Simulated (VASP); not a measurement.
Si: electric field gradients with LDA

Crystal: Si.

```
CELL_PARAMETERS angstrom
0.00000 2.71547 2.71547
2.71547 0.00000 2.71547
2.71547 2.71547 0.00000
ATOMIC_POSITIONS crystal
Si 0.50000 0.50000 0.50000
Si 0.75000 0.75000 0.75000
```

| Item | Value |
| --- | --- |
| Program | VASP 6.6.1 |
| Task | electric field gradients |
| Functional | LDA |
| Potentials or basis | VASP PAW LDA potentials, release 64 (Si) |
| Cutoff | 520 eV |
| k mesh | 11 × 11 × 11 |
| Occupations | fermi-dirac, width 0.08 eV |
| Spin | no spin polarisation |
| Dipole correction | no |
| Further INCAR settings | ALGO = Normal; EDIFF = 1e-08; NBANDS = 11 |

The pressure is -1.5 GPa and the band gap on the k mesh is 0.49 eV, indirect (least direct gap 2.52 eV).

Levels at points of the mesh, in eV from the valence-band top:
```tsv
k point	band 1	band 2	band 3	band 4	band 5	band 6	band 7	band 8	band 9
(0.00, 0.00, 0.00)	-11.96	0.00	0.00	0.00	2.52	2.52	2.52	3.21	7.68
```

Run time: 13 s on 1 thread of Intel(R) Xeon(R) Platinum 8559C (Emerald Rapids) (shared host), peak memory 0.14 GiB.

Caveat: without QUAD_EFG the Cq values of the log hold for a quadrupole moment of 1 mb, not for the nuclei. A hybrid or GW would open this gap; LDA tends to underestimate it.
